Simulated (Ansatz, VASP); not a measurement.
**NaW in VASP and in Ansatz**

```xyz
2
Lattice="2.6225 0.0000 0.0000 0.0000 2.6225 0.0000 0.0000 0.0000 5.5656" Properties=species:S:1:pos:R:3 pbc="T T T"
Na    1.3112    1.3112    2.7828
W     0.0000    0.0000    0.0000
```

Change from the starting cell: species swapped into the CeAg type (P4/mmm, No. 123).

Alike in both runs: functional PBE; k mesh 20 × 20 × 14; occupations gaussian, width 0.1 eV; no spin polarisation.

Ansatz relaxed the structure, and its values are those at the end. VASP's run is a single point on that final structure, the one shown.

|  | VASP | Ansatz |
| --- | --- | --- |
| version | VASP 6.6.1 | Ansatz 0.2.0 |
| potentials or method | VASP PAW PBE potentials, release 64 (Na_pv, W_sv), cutoff 520 eV | scalar-relativistic, plane waves, PAW |
| valence electrons in the cell | 21 | 23 |

```csv
,VASP,Ansatz,Ansatz less VASP
gap on the k mesh at the Fermi level (eV),none,none,-
pressure (GPa),0.2,0.0,-0.22
```

A gap of «none» marks a metal or a gap that the smearing closes. VASP's potentials hold 21 valence electrons a cell and Ansatz's 23, so a difference there can come from the potentials and not from the codes.

Neither program's run includes spin-orbit coupling.
